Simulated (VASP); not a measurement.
# InPd (Pm-3m) in VASP: a series of runs

The runs below take InPd through relaxation of cell and atoms, single point, with PBE, PBEsol.

All numbers are computed with VASP 6.6.1; they aren't measurements. Logs are shortened: lines on timing, memory, paths and dates and some standing lists are left out, and cuts for length are marked.

## 1. The cell of the first run

It takes space group Pm-3m (No. 221, cubic). The conventional cell has a = 3.272 Å, b = 3.272 Å, c = 3.272 Å, α = 90.00°, β = 90.00°, γ = 90.00°. In (site symmetry m-3m) has 8 Pd at 2.83 Å and 6 In at 3.27 Å within 3.7 Å. Pd (site symmetry m-3m) has 8 In at 2.83 Å and 6 Pd at 3.27 Å within 3.7 Å.

## 2. Relaxation of cell and atoms, PBE, target pressure 5 GPa, at which the enthalpy is minimised

The input, INCAR:

```
SYSTEM = InPd
  PREC = Accurate
  ENCUT = 600
  EDIFF = 1E-6
  ISMEAR = -1
  SIGMA = 0.05
  LREAL = .FALSE.
  LASPH = .TRUE.
  NELM = 60
  ALGO = Fast
  ISIF = 3
  LWAVE = .FALSE.
  LCHARG = .FALSE.
  GGA = PE
  IBRION = 2
  NSW = 60
  EDIFFG = -0.01
  PSTRESS = 50.0
```

The input, KPOINTS:

```
regular mesh
0
G
  8 8 8
  0 0 0
```

The input, POSCAR:

```
InPd
1.0
    3.2718847800      0.0000000000      0.0000000000
    0.0000000000      3.2718847800      0.0000000000
    0.0000000000      0.0000000000      3.2718847800
In Pd
1 1
Direct
    0.0000000000      0.0000000000      0.0000000000
    0.5000000000      0.5000000000      0.5000000000
```

Potentials or basis: VASP PAW PBE potentials, release 64 (In_d, Pd).

The run is started by

```console
> cat potpaw_PBE.64/In_d/POTCAR potpaw_PBE.64/Pd/POTCAR > POTCAR
> mpirun -np 1 vasp_std > vasp.out
```

OUTCAR:

```text
SYSTEM = InPd
   PREC = Accurate
   ENCUT = 600
   EDIFF = 1E-6
   ISMEAR = -1
   LREAL = .FALSE.
   LASPH = .TRUE.
   NELM = 60
   ISIF = 3
   GGA = PE
   IBRION = 2
   NSW = 60
   EDIFFG = -0.01
   PSTRESS = 50.0

 ion  position               nearest neighbor table
   1  0.000  0.000  0.000-   2 2.83   2 2.83   2 2.83   2 2.83   2 2.83   2 2.83   2 2.83   2 2.83

   2  0.500  0.500  0.500-   1 2.83   1 2.83   1 2.83   1 2.83   1 2.83   1 2.83   1 2.83   1 2.83

  LATTYP: Found a simple cubic cell.
 ALAT       =     3.2718847800

  Lattice vectors:

 A1 = (   3.2718847800,   0.0000000000,   0.0000000000)
 A2 = (   0.0000000000,   3.2718847800,   0.0000000000)
 A3 = (   0.0000000000,   0.0000000000,   3.2718847800)

Analysis of symmetry for initial positions (statically):
=====================================================================
 Subroutine PRICEL returns:
 Original cell was already a primitive cell.

 Routine SETGRP: Setting up the symmetry group for a
 simple cubic supercell.

 Subroutine GETGRP returns: Found 48 space group operations
 (whereof 48 operations were pure point group operations)
 out of a pool of 48 trial point group operations.

The static configuration has the point symmetry O_h .

Analysis of symmetry for dynamics (positions and initial velocities):
=====================================================================
 Subroutine PRICEL returns:
 Original cell was already a primitive cell.

 Routine SETGRP: Setting up the symmetry group for a
 simple cubic supercell.

 Subroutine GETGRP returns: Found 48 space group operations
 (whereof 48 operations were pure point group operations)
 out of a pool of 48 trial point group operations.

The dynamic configuration has the point symmetry O_h .

 Subroutine INISYM returns: Found 48 space group operations
 (whereof 48 operations are pure point group operations),
 and found     1 'primitive' translations

----------------------------------------------------------------------------------------

                                     Primitive cell

  volume of cell :      35.0263

  direct lattice vectors                    reciprocal lattice vectors
     3.271884780  0.000000000  0.000000000     0.305634234  0.000000000  0.000000000
     0.000000000  3.271884780  0.000000000     0.000000000  0.305634234  0.000000000
     0.000000000  0.000000000  3.271884780     0.000000000  0.000000000  0.305634234

  length of vectors
     3.271884780  3.271884780  3.271884780     0.305634234  0.305634234  0.305634234

  position of ions in fractional coordinates (direct lattice)
     0.000000000  0.000000000  0.000000000
     0.500000000  0.500000000  0.500000000

  ion indices of the primitive-cell ions
   primitive index   ion index
                 1           1
                 2           2

----------------------------------------------------------------------------------------

 KPOINTS: regular mesh

Automatic generation of k-mesh.
 Grid dimensions read from file:
 generate k-points for:    8    8    8

 Generating k-lattice:

  Cartesian coordinates                     Fractional coordinates (reciprocal lattice)
     0.038204279  0.000000000  0.000000000     0.125000000  0.000000000  0.000000000
     0.000000000  0.038204279  0.000000000     0.000000000  0.125000000  0.000000000
     0.000000000  0.000000000  0.038204279     0.000000000  0.000000000  0.125000000

  Length of vectors
     0.038204279  0.038204279  0.038204279

  Shift w.r.t. Gamma in fractional coordinates (k-lattice)
     0.000000000  0.000000000  0.000000000

 Subroutine IBZKPT returns following result:
 ===========================================

 Found     35 irreducible k-points:

 Following reciprocal coordinates:
            Coordinates               Weight
  0.000000  0.000000  0.000000      1.000000
  0.125000  0.000000  0.000000      6.000000
  0.250000  0.000000  0.000000      6.000000
  0.375000  0.000000  0.000000      6.000000
  0.500000  0.000000  0.000000      3.000000
  0.125000  0.125000  0.000000     12.000000
[... 41 lines left out ...]
  in kB       38.2473599     38.2473599     38.2473599     -0.0000000     -0.0000000      0.0000000
  external PRESSURE =     -11.7526401 kB  Pullay stress =      50.0000000 kB

 VOLUME and BASIS-vectors are now :
 -----------------------------------------------------------------------------
  energy-cutoff  :      600.00
  volume of cell :       35.03
      direct lattice vectors                 reciprocal lattice vectors
     3.271884780  0.000000000  0.000000000     0.305634234  0.000000000  0.000000000
     0.000000000  3.271884780  0.000000000     0.000000000  0.305634234  0.000000000
     0.000000000  0.000000000  3.271884780     0.000000000  0.000000000  0.305634234
[... 160 lines left out ...]
  FREE ENERGIE OF THE ION-ELECTRON SYSTEM (eV)
  ---------------------------------------------------
  free  energy   TOTEN  =        -8.7285254120 eV

  energy  without entropy=       -8.7184051961  energy(sigma->0) =       -8.72346530

  enthalpy is  TOTEN    =        -7.6464875622 eV   P V=        1.0820378497

--------------------------------------- Ionic step        6  -------------------------------------------

 number of electron      23.0000010 magnetization

 Free energy of the ion-electron system (eV)
  ---------------------------------------------------
  ext. energy  EPLUGINS =         0.00000000
  ---------------------------------------------------
  free energy    TOTEN  =        -8.72874944 eV

  energy without entropy =       -8.71862839  energy(sigma->0) =       -8.72368891

 E-fermi :  10.5630     XC(G=0): -12.2881

 val. band max:       10.5372083050   @ k =   0.3750   0.3750   0.1250
 cond. band min:      10.6131562475   @ k =   0.5000   0.5000   0.5000
 fundamental gap:      0.0759479425
 Fermi energy:        10.5630163019

 k-point     1 :       0.0000    0.0000    0.0000
  band No.  band energies     occupation
      1      -4.3512      2.00000
      2      -4.3512      2.00000
      3      -3.9310      2.00000
      4      -3.9310      2.00000
      5      -3.9310      2.00000
      6       0.5021      2.00000
      7       6.7868      2.00000
      8       6.7868      2.00000
      9       8.3551      2.00000
     10       8.3551      2.00000
     11       8.3551      2.00000
     12      14.8857      0.00000
     13      14.8857      0.00000
     14      14.8857      0.00000
     15      20.2143      0.00000
[... 397 lines left out ...]
 k-point    24 :       0.5000    0.3750    0.1250
  band No.  band energies     occupation
      1      -4.2525      2.00000
      2      -4.1042      2.00000
      3      -4.0917      2.00000
      4      -4.0709      2.00000
      5      -3.7697      2.00000
      6       4.4770      2.00000
      7       6.6374      2.00000
      8       7.0471      2.00000
      9       7.4749      2.00000
     10       8.3641      2.00000
     11       9.0670      2.00000
     12       9.6104      2.00000
     13      12.9134      0.00000
     14      14.2005      0.00000
     15      18.5069      0.00000

 [... further k-points ...]
[... 5 lines left out ...]
  --------------------------------------------------------------------------------------
  -------------------------------------------------------------------------------------
  Total        1.0987370      1.0987370      1.0987370     -0.0000000     -0.0000000      0.0000000
  in kB       50.7613249     50.7613249     50.7613249     -0.0000000     -0.0000000      0.0000000
  external PRESSURE =       0.7613249 kB  Pullay stress =      50.0000000 kB

 VOLUME and BASIS-vectors are now :
 -----------------------------------------------------------------------------
  energy-cutoff  :      600.00
  volume of cell :       34.68
      direct lattice vectors                 reciprocal lattice vectors
     3.261047557 -0.000000000  0.000000000     0.306649928  0.000000000  0.000000000
    -0.000000000  3.261047557  0.000000000     0.000000000  0.306649928  0.000000000
    -0.000000000 -0.000000000  3.261047557    -0.000000000 -0.000000000  0.306649928

 POSITION                                       TOTAL-FORCE (eV/Angst)
 -----------------------------------------------------------------------------------
      0.00000      0.00000      0.00000         0.000000      0.000000      0.000000
      1.63052      1.63052      1.63052        -0.000000     -0.000000      0.000000
 -----------------------------------------------------------------------------------
    total drift:                               -0.000000      0.000000      0.000000

  FREE ENERGIE OF THE ION-ELECTRON SYSTEM (eV)
  ---------------------------------------------------
  free  energy   TOTEN  =        -8.7287494433 eV

  energy  without entropy=       -8.7186283855  energy(sigma->0) =       -8.72368891

  enthalpy is  TOTEN    =        -7.6464914086 eV   P V=        1.0822580347

 reached required accuracy - stopping structural energy minimisation
```

It took 49 s on 1 thread of Intel Xeon 6975P-C (Granite Rapids), shared host; peak memory 0.17 GiB.

What came out:

* Free energy: -8.7287 eV
* Relaxed volume: 17.34 Å³/atom
* Relaxed cell: a = 3.261 Å, b = 3.261 Å, c = 3.261 Å, α = 90.00°, β = 90.00°, γ = 90.00°
* Space group after relaxing (to 0.05 Å): Pm-3m (No. 221)
* Energy change on relaxing (the enthalpy is what falls): +4.7 meV/atom
* Ionic steps: 6
* Pressure after relaxing: 5.1 GPa

Step by step:
```tsv
step	energy change (eV)	largest force (eV/Å)	pressure (GPa)	volume (Å³)
1	0.0000	0.0000	3.82	35.03
2	0.0202	0.0000	6.37	34.38
3	0.0092	0.0000	4.84	34.69
4	0.0103	0.0000	5.19	34.65
5	0.0097	0.0000	5.11	34.67
6	0.0095	0.0000	5.08	34.68
```

Final structure:
```
In Pd
1.0
     3.26105    0.00000    0.00000
     0.00000    3.26105    0.00000
     0.00000    0.00000    3.26105
In Pd
1 1
Direct
  0.00000 0.00000 0.00000
  0.50000 0.50000 0.50000
```

Caveat: the cell is relaxed towards a set pressure, so the enthalpy falls and the energy may rise; spin-orbit coupling is left out, which moves the levels of the heavy elements.

## 3. Relaxation of cell and atoms, PBE, target pressure 10 GPa, at which the enthalpy is minimised

The input, INCAR:

```
  PREC = Accurate
  ENCUT = 600
  EDIFF = 1E-6
  ISMEAR = -1
  SIGMA = 0.05
  LREAL = F
  LASPH = T
  NELM = 60
  ALGO = Normal
  ISIF = 3
  LWAVE = F
  LCHARG = F
  GGA = PE
  IBRION = 2
  NSW = 60
  EDIFFG = -0.01
  PSTRESS = 100.0
```

The input, KPOINTS:

```
regular mesh
0
Gamma
  8 8 8
```

POSCAR is that of step 2.

Potentials or basis: VASP PAW PBE potentials, release 64 (In_d, Pd).

The run is started by

```console
> cat potpaw_PBE.64/In_d/POTCAR potpaw_PBE.64/Pd/POTCAR > POTCAR
> mpirun -np 1 vasp_std > vasp.out
```

It took 28 s on 1 thread of Intel Xeon 6975P-C (Granite Rapids), shared host; peak memory 0.18 GiB.

It converged, with:

* Free energy: -8.6797 eV
* Relaxed volume: 16.81 Å³/atom
* Relaxed cell: a = 3.227 Å, b = 3.227 Å, c = 3.227 Å, α = 90.00°, β = 90.00°, γ = 90.00°
* Space group after relaxing (to 0.05 Å): Pm-3m (No. 221)
* Energy change on relaxing (the enthalpy is what falls): +29.3 meV/atom
* Ionic steps: 3
* Pressure after relaxing: 9.9 GPa

The path:
| step | energy change (eV) | largest force (eV/Å) | pressure (GPa) | volume (Å³) |
| --- | --- | --- | --- | --- |
| 1 | 0.0000 | 0.0000 | 3.69 | 35.03 |
| 2 | 0.2486 | 0.0000 | 21.68 | 31.65 |
| 3 | 0.0585 | 0.0000 | 9.94 | 33.62 |

Final structure:
```
In Pd
1.0
     3.22744    0.00000    0.00000
     0.00000    3.22744    0.00000
     0.00000    0.00000    3.22744
In Pd
1 1
Direct
  0.00000 0.00000 0.00000
  0.50000 0.50000 0.50000
```

Levels at points of the mesh, in eV from the Fermi level:
```
           k point  band 9  band 10  band 11  band 12  band 13  band 14  band 15
(0.00, 0.00, 0.00)   -2.28    -2.28    -2.28     4.38     4.38     4.38    10.07
(0.50, 0.00, 0.00)   -3.35    -3.35    -2.37    -1.06    10.01    10.01    10.12
(0.50, 0.50, 0.00)   -2.71    -2.40    -2.40    -1.68     1.75     2.70     9.86
(0.50, 0.50, 0.50)   -1.63    -1.63     0.19     3.93     3.93     3.93     4.65
```

Caveat: the cell is relaxed towards a set pressure, so the enthalpy falls and the energy may rise; spin-orbit coupling is left out, which moves the levels of the heavy elements.

## 4. Relaxation of cell and atoms, PBE, target pressure 20 GPa, at which the enthalpy is minimised

The input, INCAR:

```
SYSTEM = InPd
ALGO = Fast
EDIFF = 1E-6
EDIFFG = -0.01
ENCUT = 600
GGA = PE
IBRION = 2
ISIF = 3
ISMEAR = -1
LASPH = .True.
LCHARG = .False.
LREAL = .False.
LWAVE = .False.
NELM = 100
NSW = 60
PREC = Accurate
PSTRESS = 200.0
SIGMA = 0.05
```

The input, KPOINTS:

```
k-points
0
Gamma
  8 8 8
  0 0 0
```

POSCAR is that of step 3.

The run is started by

```console
> cat potpaw_PBE.64/In_d/POTCAR potpaw_PBE.64/Pd/POTCAR > POTCAR
> mpirun -np 1 vasp_std > vasp.out
```

Wall time 69 s (1 thread of Intel Xeon 6975P-C (Granite Rapids), shared host); peak memory 0.17 GiB.

The run converged. Its results:

- Free energy: -8.5212 eV
- Relaxed volume: 15.94 Å³/atom
- Relaxed cell: a = 3.171 Å, b = 3.171 Å, c = 3.171 Å, α = 90.00°, β = 90.00°, γ = 90.00°
- Space group after relaxing (to 0.05 Å): Pm-3m (No. 221)
- Energy change on relaxing (the enthalpy is what falls): +108.5 meV/atom
- Ionic steps: 5
- Pressure after relaxing: 20.0 GPa

The path:
```
step  energy change (eV)  largest force (eV/Å)  pressure (GPa)  volume (Å³)
   1              0.0000                0.0000            3.82        35.03
   2              1.6067                0.0000           76.11        26.81
   3              0.1978                0.0000           19.15        32.05
   4              0.2096                0.0000           19.72        31.95
   5              0.2170                0.0000           20.02        31.89
```

Final structure:
```cif
data_structure
_symmetry_space_group_name_H-M 'P 1'
_symmetry_Int_Tables_number 1
_cell_length_a 3.1711
_cell_length_b 3.1711
_cell_length_c 3.1711
_cell_angle_alpha 90.000
_cell_angle_beta 90.000
_cell_angle_gamma 90.000
_cell_volume 31.89
loop_
_atom_site_label
_atom_site_type_symbol
_atom_site_fract_x
_atom_site_fract_y
_atom_site_fract_z
_atom_site_occupancy
In1 In 0.00000 0.00000 0.00000 1
Pd1 Pd 0.50000 0.50000 0.50000 1
```

Levels at points of the mesh, in eV from the Fermi level:
```tsv
k point	band 9	band 10	band 11	band 12	band 13	band 14	band 15
(0.00, 0.00, 0.00)	-2.42	-2.42	-2.42	4.46	4.46	4.46	10.80
(0.50, 0.00, 0.00)	-3.59	-3.59	-2.53	-1.11	10.30	10.50	10.50
(0.50, 0.50, 0.00)	-2.88	-2.61	-2.61	-1.77	2.03	2.89	10.26
(0.50, 0.50, 0.50)	-1.72	-1.72	0.42	4.01	4.01	4.01	4.87
```

Caveat: the cell is relaxed towards a set pressure, so the enthalpy falls and the energy may rise; spin-orbit coupling is left out, which moves the levels of the heavy elements.

## 5. Relaxation of cell and atoms, PBE, target pressure 30 GPa, at which the enthalpy is minimised

The input, INCAR:

```
SYSTEM = InPd
ALGO = Normal
EDIFF = 1E-6
EDIFFG = -0.01
ENCUT = 600
GGA = PE
IBRION = 2
ISIF = 3
ISMEAR = -1
LASPH = .True.
LCHARG = .False.
LREAL = .False.
LWAVE = .False.
NELM = 80
NSW = 60
PREC = Accurate
PSTRESS = 300.0
SIGMA = 0.05
```

KPOINTS is that of step 4.

POSCAR is that of step 4.

The run is started by

```console
> cat potpaw_PBE.64/In_d/POTCAR potpaw_PBE.64/Pd/POTCAR > POTCAR
> mpirun -np 1 vasp_std > vasp.out
```

Run time: 44 s. Hardware: 1 thread of Intel Xeon 6975P-C (Granite Rapids), shared host; peak memory 0.18 GiB.

The run converged. Its results:

| Item | Value |
| --- | --- |
| Free energy | -8.3186 eV |
| Relaxed volume | 15.29 Å³/atom |
| Relaxed cell | a = 3.127 Å, b = 3.127 Å, c = 3.127 Å, α = 90.00°, β = 90.00°, γ = 90.00° |
| Space group after relaxing (to 0.05 Å) | Pm-3m (No. 221) |
| Energy change on relaxing (the enthalpy is what falls) | +209.8 meV/atom |
| Ionic steps | 5 |
| Pressure after relaxing | 29.9 GPa |

Step by step:
| step | energy change (eV) | largest force (eV/Å) | pressure (GPa) | volume (Å³) |
| --- | --- | --- | --- | --- |
| 1 | 0.0000 | 0.0000 | 3.69 | 35.03 |
| 2 | 5.1162 | 0.0000 | 195.18 | 22.38 |
| 3 | 0.3449 | 0.0000 | 26.48 | 31.00 |
| 4 | 0.3920 | 0.0000 | 28.73 | 30.73 |
| 5 | 0.4196 | 0.0000 | 29.93 | 30.58 |

Final structure:
```
CELL_PARAMETERS angstrom
3.12710 0.00000 0.00000
0.00000 3.12710 0.00000
0.00000 0.00000 3.12710
ATOMIC_POSITIONS crystal
In 0.00000 0.00000 0.00000
Pd 0.50000 0.50000 0.50000
```

Levels at points of the mesh, in eV from the Fermi level:
```
           k point  band 9  band 10  band 11  band 12  band 13  band 14  band 15
(0.00, 0.00, 0.00)   -2.54    -2.54    -2.54     4.53     4.53     4.53    11.41
(0.50, 0.00, 0.00)   -3.80    -3.80    -2.67    -1.15    10.45    10.90    10.90
(0.50, 0.50, 0.00)   -3.01    -2.79    -2.79    -1.85     2.26     3.06    10.57
(0.50, 0.50, 0.50)   -1.80    -1.80     0.60     4.08     4.08     4.08     5.05
```

Caveat: the cell is relaxed towards a set pressure, so the enthalpy falls and the energy may rise; spin-orbit coupling is left out, which moves the levels of the heavy elements.

## 6. Single point, PBEsol

This run uses another cell than the first one, of 14.78 Å³/atom, 0.844 times its volume.

The input, INCAR:

```
SYSTEM = InPd
PREC = Accurate ; ENCUT = 500
EDIFF = 1E-6 ; ISMEAR = -1
SIGMA = 0.05 ; LREAL = .FALSE.
LASPH = .TRUE. ; NELM = 120
ALGO = Normal ; ISIF = 2
LWAVE = .FALSE. ; LCHARG = .TRUE.
GGA = PS ; LELF = .TRUE.
LVHAR = .TRUE. ; NBANDS = 18
GGA_COMPAT = .FALSE.
```

The input, KPOINTS:

```
Automatic mesh
0
G
  8 8 8
  0 0 0
```

The input, POSCAR:

```
InPd
1.0
    3.0918998320      0.0000000000      0.0000000000
    0.0000000000      3.0918998320      0.0000000000
    0.0000000000      0.0000000000      3.0918998320
In Pd
1 1
Direct
    0.0000000000      0.0000000000      0.0000000000
    0.5000000000      0.5000000000      0.5000000000
```

Potentials or basis: VASP PAW PBE potentials, release 64 (In_d, Pd).

The run is started by

```console
> cat potpaw_PBE.64/In_d/POTCAR potpaw_PBE.64/Pd/POTCAR > POTCAR
> mpirun -np 1 vasp_std > vasp.out
```

Wall time 5 s (1 thread of Intel Xeon 6975P-C (Granite Rapids), shared host); peak memory 0.14 GiB.

The run converged. Its results:

```yaml
Free_energy: -9.6188 eV
Pressure: 30.5 GPa
```

Levels at points of the mesh, in eV from the Fermi level:
```
           k point  band 10  band 11  band 12  band 13  band 14  band 15
(0.00, 0.00, 0.00)    -2.61    -2.61     4.53     4.53     4.53    11.84
(0.50, 0.00, 0.00)    -3.97    -2.77    -1.17    10.58    11.20    11.20
(0.50, 0.50, 0.00)    -2.98    -2.98    -1.89     2.46     3.17    10.76
(0.50, 0.50, 0.50)    -1.84     0.69     4.11     4.11     4.11     5.21
```

Caveat: the PAW data sets were made with another functional, which shifts forces and pressure a little; spin-orbit coupling is left out, which moves the levels of the heavy elements.

## 7. Summary

| task | level | cell | cutoff (eV) | gap on the mesh (eV) | pressure (GPa) |
| --- | --- | --- | --- | --- | --- |
| relaxation of cell and atoms | PBE | relaxed to 5 GPa from a = 3.272 Å, 2 atoms | 600 | none | 5.1 |
| relaxation of cell and atoms | PBE | relaxed to 10 GPa from a = 3.272 Å, 2 atoms | 600 | none | 9.9 |
| relaxation of cell and atoms | PBE | relaxed to 20 GPa from a = 3.272 Å, 2 atoms | 600 | none | 20.0 |
| relaxation of cell and atoms | PBE | relaxed to 30 GPa from a = 3.272 Å, 2 atoms | 600 | none | 29.9 |
| single point | PBEsol | a = 3.092 Å, 2 atoms | 500 | none | 30.5 |

Alike in all rows: potentials or basis VASP PAW PBE potentials, release 64 (In_d, Pd); no spin polarisation; k mesh 8 × 8 × 8; smearing fermi-dirac 0.05 eV.

Caveats: spin-orbit coupling is left out, which moves the levels of the heavy elements; the cell is relaxed towards a set pressure, so the enthalpy falls and the energy may rise (some runs); the PAW data sets were made with another functional, which shifts forces and pressure a little (some runs).

Total energies depend on the potentials used, so only differences within one code and one set of settings carry meaning.
